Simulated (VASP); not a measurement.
Crystal: SrTiO3 (Tausonite).

```
Sr Ti O
1.0
     3.90685    0.00000    0.00000
     0.00000    3.90685    0.00000
     0.00000    0.00000    3.90685
Sr Ti O
1 1 3
Cartesian
  1.9534 1.9534 1.9534
  0.0000 0.0000 0.0000
  1.9534 0.0000 0.0000
  0.0000 1.9534 0.0000
  0.0000 0.0000 1.9534
```

Base run:

```yaml
Program: VASP 6.6.1
Functional: PBE
Potentials_or_basis: VASP PAW PBE potentials, release 64 (Sr_sv, Ti_sv, O)
Cutoff: 520 eV
k_mesh: 6 × 6 × 6
Occupations: gaussian, width 0.01 eV
Spin: no spin polarisation
```

Its results: band gap on the k mesh 1.85 eV, indirect (least direct gap 2.21 eV); pressure 4.7 GPa.

Question: The run is repeated on the same cell with these changes: functional from PBE to r2SCAN. What comes out?

Answer: Band gap on the k mesh 2.27 eV, indirect (least direct gap 2.66 eV); pressure 0.9 GPa.

r2SCAN gives the wider gap, since meta-GGAs in the generalised Kohn-Sham scheme recover part of the derivative discontinuity.

Caveats: the PAW data sets were made with another functional, which shifts forces and pressure a little (some runs).

A k mesh can miss the band edges.
